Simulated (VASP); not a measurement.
# Hf (P6/mmm) in VASP: notebook, part 2 of 2

VASP 6.6.1. The steps go on from the part before.

### Step 4. Relaxation of cell and atoms, LDA, target pressure 10 GPa, at which the enthalpy is minimised

This run uses another cell than the first one, of 21.94 Å³/atom, 1.144 times its volume.

INCAR

```
PREC = Accurate
ENCUT = 500
EDIFF = 1E-7
ISMEAR = -1
SIGMA = 0.01
LREAL = False
LASPH = True
NELM = 120
ALGO = Normal
ISIF = 3
LWAVE = False
LCHARG = False
IBRION = 2
NSW = 100
EDIFFG = -0.01
PSTRESS = 100.0
GGA_COMPAT = False
NELMIN = 4
```

KPOINTS

```
regular mesh
0
Gamma
  7 7 9
```

POSCAR

```
Hf
1.0
    4.9623300000      0.0000000000      0.0000000000
   -2.4811650000      4.2975038420      0.0000000000
    0.0000000000      0.0000000000      3.0862320000
Hf
3
Direct
    0.6666666667      0.3333333333      0.5000000000
    0.3333333333      0.6666666667      0.5000000000
    0.0000000000      0.0000000000      0.0000000000
```

Potentials or basis: VASP PAW LDA potentials, release 64 (Hf_pv).

Launch:

```bash
$ cat potpaw_LDA.64/Hf_pv/POTCAR > POTCAR
$ mpirun -np 1 vasp_std > vasp.out
```

OUTCAR:

```text
PREC = Accurate
   ENCUT = 500
   EDIFF = 1E-7
   ISMEAR = -1
   LREAL = False
   LASPH = True
   NELM = 120
   ISIF = 3
   IBRION = 2
   NSW = 100
   EDIFFG = -0.01
   PSTRESS = 100.0
   NELMIN = 4

 ion  position               nearest neighbor table
   1  0.667  0.333  0.500-   2 2.87   2 2.87   2 2.87   3 3.25   3 3.25   3 3.25   3 3.25   3 3.25
                             3 3.25
   2  0.333  0.667  0.500-   1 2.87   1 2.87   1 2.87   3 3.25   3 3.25   3 3.25   3 3.25   3 3.25
                             3 3.25
   3  0.000  0.000  0.000-   1 3.25   2 3.25   1 3.25   2 3.25   1 3.25   1 3.25   2 3.25   2 3.25
                             1 3.25   1 3.25   2 3.25   2 3.25

  LATTYP: Found a hexagonal cell.
 ALAT       =     4.9623300000
 C/A-ratio  =     0.6219320360

  Lattice vectors:

 A1 = (   4.9623300000,   0.0000000000,   0.0000000000)
 A2 = (  -2.4811650000,   4.2975038420,   0.0000000000)
 A3 = (   0.0000000000,   0.0000000000,   3.0862320000)

Analysis of symmetry for initial positions (statically):
=====================================================================
 Subroutine PRICEL returns:
 Original cell was already a primitive cell.

 Routine SETGRP: Setting up the symmetry group for a
 hexagonal supercell.

 Subroutine GETGRP returns: Found 24 space group operations
 (whereof 24 operations were pure point group operations)
 out of a pool of 24 trial point group operations.

The static configuration has the point symmetry D_6h.

Analysis of symmetry for dynamics (positions and initial velocities):
=====================================================================
 Subroutine PRICEL returns:
 Original cell was already a primitive cell.

 Routine SETGRP: Setting up the symmetry group for a
 hexagonal supercell.

 Subroutine GETGRP returns: Found 24 space group operations
 (whereof 24 operations were pure point group operations)
 out of a pool of 24 trial point group operations.

The dynamic configuration has the point symmetry D_6h.

 Subroutine INISYM returns: Found 24 space group operations
 (whereof 24 operations are pure point group operations),
 and found     1 'primitive' translations

----------------------------------------------------------------------------------------

                                     Primitive cell

  volume of cell :      65.8158

  direct lattice vectors                    reciprocal lattice vectors
     4.962330000  0.000000000  0.000000000     0.201518238  0.116346609  0.000000000
    -2.481165000  4.297503842  0.000000000     0.000000000  0.232693218  0.000000000
     0.000000000  0.000000000  3.086232000     0.000000000  0.000000000  0.324019711

  length of vectors
     4.962330000  4.962330000  3.086232000     0.232693218  0.232693218  0.324019711

  position of ions in fractional coordinates (direct lattice)
     0.666666667  0.333333333  0.500000000
     0.333333333  0.666666667  0.500000000
     0.000000000  0.000000000  0.000000000

  ion indices of the primitive-cell ions
   primitive index   ion index
                 1           1
                 2           2
                 3           3

[... 28 lines left out ...]
  0.000000  0.000000  0.000000      1.000000
  0.142857  0.000000  0.000000      6.000000
  0.285714  0.000000  0.000000      6.000000
  0.428571  0.000000  0.000000      6.000000
  0.142857  0.142857  0.000000      6.000000
  0.285714  0.142857  0.000000     12.000000
[... 16 lines left out ...]
  0.428571  0.142857  0.222222     12.000000
  0.285714  0.285714  0.222222     12.000000
 [... further k-points ...]
   k-points           NKPTS =     40   k-points in BZ     NKDIM =     40   number of bands    NBANDS=     19
   number of dos      NEDOS =    301   number of ions     NIONS =      3
   total plane-waves  NPLWV =  31104
   dimension x,y,z NGX =    36 NGY =   36 NGZ =   24
   dimension x,y,z NGXF=    72 NGYF=   72 NGZF=   48
   ions per type =               3
   NGX,Y,Z   is equivalent  to a cutoff of  12.06, 12.06, 12.93 a.u.
   NGXF,Y,Z  is equivalent  to a cutoff of  24.12, 24.12, 25.86 a.u.
 SYSTEM =  unknown system
   PREC   = accura    normal or accurate (medium, high low for compatibility)
   ISTART =      0    job   : 0-new  1-cont  2-samecut
   ICHARG =      2    charge: 1-file 2-atom 10-const
   ISPIN  =      1    spin polarized calculation?
   LNONCOLLINEAR =      F non collinear calculations
   LSORBIT =      F    spin-orbit coupling
   LASPH  =      T    aspherical Exc in radial PAW
   ENCUT  =  500.0 eV  36.75 Ry    6.06 a.u.   9.05  9.05  5.63*2*pi/ulx,y,z
   NELM   =    120;   NELMIN=  4; NELMDL= -5     # of ELM steps
   EDIFF  = 0.1E-06   stopping-criterion for ELM
   LREAL  =      F    real-space projection
   EDIFFG = -.1E-01   stopping-criterion for IOM
   NSW    =    100    number of steps for IOM
   IBRION =      2    ionic relax: 0-MD 1-quasi-New 2-CG
   NFREE  =      1    steps in history (QN), initial steepest desc. (CG)
   ISIF   =      3    stress and relaxation
   ISYM   =      2    0-nonsym 1-usesym 2-fastsym
   POTIM  = 0.5000    time-step for ionic-motion
   TEBEG  =    0.0;   TEEND  =   0.0 temperature during run
   PSTRESS=  100.0 pullay stress
   NELECT =      30.0000    total number of electrons
   NUPDOWN=      -1.0000    fix difference up-down
   EMIN   =  10.00;   EMAX   =-10.00  energy-range for DOS
   EFERMI =   0.00;   METHOD = LEGACY
   ISMEAR =    -1;   SIGMA  =   0.01  broadening in eV -4-tet -1-fermi 0-gaus
   EFERMI_NEDOS =   21; number of points for ismear=-14 and -15
   IALGO  =     38    algorithm
   IMIX   =      4    mixing-type and parameters
     AMIX     =   0.40;   BMIX     =  1.00
     AMIX_MAG =   1.60;   BMIX_MAG =  1.00
  volume/ion in A,a.u.               =      21.94       148.05
  Fermi-wavevector in a.u.,A,eV,Ry     =   1.259907  2.380879 21.597414  1.587365
  Thomas-Fermi vector in A             =   2.393443
   LORBIT       =      0    0 simple, 1 ext, 2 COOP (PROOUT), +10 PAW based schemes
   GGA     = CA    functional components
   LHFCALC =     F    Hartree Fock is set to
   AEXX    =    0.0000 exact exchange contribution
   IVDW    =     0    specifies the selected vdW correction
   LEPSILON=     F    determine dielectric tensor
   LRPA    =     F    only Hartree local field effects (RPA)
 conjugate gradient relaxation of ions
 non-spin polarized calculation
  energy-cutoff  :      500.00
  volume of cell :       65.82
 maximum number of plane-waves:      1689
   NGX = 19   NGY = 19   NGZ = 11

--------------------------------------- Ionic step        1  -------------------------------------------

 number of electron      29.9999997 magnetization

 Free energy of the ion-electron system (eV)
  ---------------------------------------------------
  ext. energy  EPLUGINS =         0.00000000
  ---------------------------------------------------
  free energy    TOTEN  =       -31.93021522 eV

  energy without entropy =      -31.92975135  energy(sigma->0) =      -31.92998328

------------------------ aborting loop because EDIFF is reached ----------------------------------------

  FORCE on cell =-STRESS in cart. coord.  units (eV):
  Direction    XX          YY          ZZ          XY          YZ          ZX
  --------------------------------------------------------------------------------------
  -------------------------------------------------------------------------------------
  Total       -2.7536705     -2.7536705     -2.6733263      0.0000000     -0.0000000     -0.0000000
  in kB      -67.0335273    -67.0335273    -65.0776819      0.0000000     -0.0000000     -0.0000000
  external PRESSURE =    -166.3815788 kB  Pullay stress =     100.0000000 kB
[... 299 lines left out ...]
--------------------------------------- Ionic step        9  -------------------------------------------

 number of electron      29.9999999 magnetization

 Free energy of the ion-electron system (eV)
  ---------------------------------------------------
  ext. energy  EPLUGINS =         0.00000000
  ---------------------------------------------------
  free energy    TOTEN  =       -31.88255687 eV

  energy without entropy =      -31.88158038  energy(sigma->0) =      -31.88206862

 E-fermi :   5.7597     XC(G=0): -12.1838

 val. band max:        5.7560382232   @ k =   0.2857   0.2857   0.0000
 cond. band min:       5.7976505366   @ k =   0.1429   0.1429   0.0000
 fundamental gap:      0.0416123134
 Fermi energy:         5.7597448871

 k-point     1 :       0.0000    0.0000    0.0000
  band No.  band energies     occupation
      1     -24.7069      2.00000
      2     -24.7069      2.00000
      3     -24.6166      2.00000
      4     -24.6166      2.00000
      5     -24.0147      2.00000
      6     -23.6739      2.00000
[... 505 lines left out ...]
      6     -24.0054      2.00000
[... 11 lines left out ...]
     18       7.0247      0.00000
     19       7.3377      0.00000

 [... further k-points ...]

------------------------ aborting loop because EDIFF is reached ----------------------------------------

  FORCE on cell =-STRESS in cart. coord.  units (eV):
  Direction    XX          YY          ZZ          XY          YZ          ZX
  --------------------------------------------------------------------------------------
  -------------------------------------------------------------------------------------
  Total        3.5931418      3.5931418      3.5932184      0.0000000      0.0000000      0.0000000
  in kB       99.9890014     99.9890014     99.9911321      0.0000000      0.0000000      0.0000000
  external PRESSURE =      -0.0102884 kB  Pullay stress =     100.0000000 kB
[... 22 lines left out ...]
  energy  without entropy=      -31.8815803754  energy(sigma->0) =      -31.88206862

  enthalpy is  TOTEN    =       -28.2890198202 eV   P V=        3.5935370450

 reached required accuracy - stopping structural energy minimisation
```

CONTCAR:

```text
Hf
   1.00000000000000
     4.7396769299140100    0.0000000000000000   -0.0000000000000000
    -2.3698384649570050    4.1046806270762737   -0.0000000000000000
     0.0000000000000000   -0.0000000000000000    2.9594063213457993
  Hf
     3
Direct
     0.6666666667000030    0.3333333332999970    0.5000000000000000
     0.3333333332999970    0.6666666667000030    0.5000000000000000
     0.0000000000000000    0.0000000000000000    0.0000000000000000

  0.00000000E+00  0.00000000E+00  0.00000000E+00
  0.00000000E+00  0.00000000E+00  0.00000000E+00
  0.00000000E+00  0.00000000E+00  0.00000000E+00
```

Wall time 3.1 min (1 thread of Intel Xeon 6975P-C, shared host); peak memory 0.19 GiB.

What came out:

| Item | Value |
| --- | --- |
| Free energy | -31.8826 eV |
| Relaxed volume | 19.19 Å³/atom |
| Relaxed cell | a = 4.740 Å, b = 4.740 Å, c = 2.959 Å, α = 90.00°, β = 90.00°, γ = 120.00° |
| Space group after relaxing (to 0.05 Å) | P6/mmm (No. 191) |
| Energy change on relaxing (the enthalpy is what falls) | +15.9 meV/atom |
| Ionic steps | 9 |
| Pressure after relaxing | 10.0 GPa |
| Band gap on the k mesh | zero (band 15 reaches 6.15 eV, above the bottom of band 16 at 5.24 eV) |

Step by step:
| step | energy change (eV) | largest force (eV/Å) | pressure (GPa) | volume (Å³) |
| --- | --- | --- | --- | --- |
| 1 | 0.0000 | 0.0000 | -6.64 | 65.82 |
| 2 | 2.2091 | 0.0000 | 59.17 | 46.41 |
| 3 | 0.0162 | 0.0000 | 8.54 | 58.13 |
| 4 | 0.0420 | 0.0000 | 9.74 | 57.67 |
| 5 | 0.0516 | 0.0000 | 10.17 | 57.52 |
| 6 | 0.0518 | 0.0000 | 10.18 | 57.51 |
| 7 | 0.0516 | 0.0000 | 10.17 | 57.51 |
| 8 | 0.0426 | 0.0000 | 9.77 | 57.66 |
| 9 | 0.0477 | 0.0000 | 10.00 | 57.57 |

Final structure:
```cif
data_structure
_symmetry_space_group_name_H-M 'P 1'
_symmetry_Int_Tables_number 1
_cell_length_a 4.7397
_cell_length_b 4.7397
_cell_length_c 2.9594
_cell_angle_alpha 90.000
_cell_angle_beta 90.000
_cell_angle_gamma 120.000
_cell_volume 57.57
loop_
_atom_site_label
_atom_site_type_symbol
_atom_site_fract_x
_atom_site_fract_y
_atom_site_fract_z
_atom_site_occupancy
Hf1 Hf 0.66667 0.33333 0.50000 1
Hf2 Hf 0.33333 0.66667 0.50000 1
Hf3 Hf 0.00000 0.00000 0.00000 1
```

Caveat: the cell is relaxed towards a set pressure, so the enthalpy falls and the energy may rise; spin-orbit coupling is left out, which moves the levels of the heavy elements.

### Step 5. Relaxation of cell and atoms, LDA, target pressure 10 GPa, at which the enthalpy is minimised

This run uses another cell than the first one, of 21.94 Å³/atom, 1.144 times its volume.

INCAR

```
PREC = Accurate
ENCUT = 500
EDIFF = 1E-7
ISMEAR = -1
SIGMA = 0.01
LREAL = F
LASPH = T
NELM = 120
ALGO = Normal
ISIF = 3
LWAVE = F
LCHARG = F
GGA = CA
IBRION = 2
NSW = 100
EDIFFG = -0.01
PSTRESS = 100.0
GGA_COMPAT = F
NELMIN = 4
```

KPOINTS is that of step 4.

POSCAR is that of step 4.

Launch:

```bash
$ cat potpaw_LDA.64/Hf_pv/POTCAR > POTCAR
$ mpirun -np 1 vasp_std > vasp.out
```

Run time: 2.3 min. Hardware: 1 thread of Intel Xeon 6975P-C, shared host; peak memory 0.18 GiB.

The run converged. Its results:

```yaml
Free_energy: -31.8826 eV
Relaxed_volume: 19.19 Å³/atom
Relaxed_cell: a = 4.740 Å, b = 4.740 Å, c = 2.959 Å, α = 90.00°, β = 90.00°, γ = 120.00°
Space_group_after_relaxing_to_0.05_Å: P6/mmm (No. 191)
Energy_change_on_relaxing_the_enthalpy_is_what_falls: +15.9 meV/atom
Ionic_steps: 9
Pressure_after_relaxing: 10.0 GPa
Band_gap_on_the_k_mesh: zero (band 15 reaches 6.15 eV, above the bottom of band 16 at 5.24 eV)
```

The path:
```
step  energy change (eV)  largest force (eV/Å)  pressure (GPa)  volume (Å³)
   1              0.0000                0.0000           -6.64        65.82
   2              2.2091                0.0000           59.17        46.41
   3              0.0162                0.0000            8.54        58.13
   4              0.0420                0.0000            9.74        57.67
   5              0.0516                0.0000           10.17        57.52
   6              0.0518                0.0000           10.18        57.51
   7              0.0516                0.0000           10.17        57.51
   8              0.0426                0.0000            9.77        57.66
   9              0.0477                0.0000           10.00        57.57
```

Final structure:
```
Hf
1.0
     4.73968    0.00000    0.00000
    -2.36984    4.10468    0.00000
     0.00000    0.00000    2.95941
Hf
3
Direct
  0.66667 0.33333 0.50000
  0.33333 0.66667 0.50000
  0.00000 0.00000 0.00000
```

Levels at points of the mesh, in eV from the Fermi level:
```tsv
k point	band 13	band 14	band 15	band 16	band 17	band 18
(0.00, 0.00, 0.00)	-0.58	-0.58	-0.52	-0.52	1.13	2.24
```

Caveat: the cell is relaxed towards a set pressure, so the enthalpy falls and the energy may rise; spin-orbit coupling is left out, which moves the levels of the heavy elements.
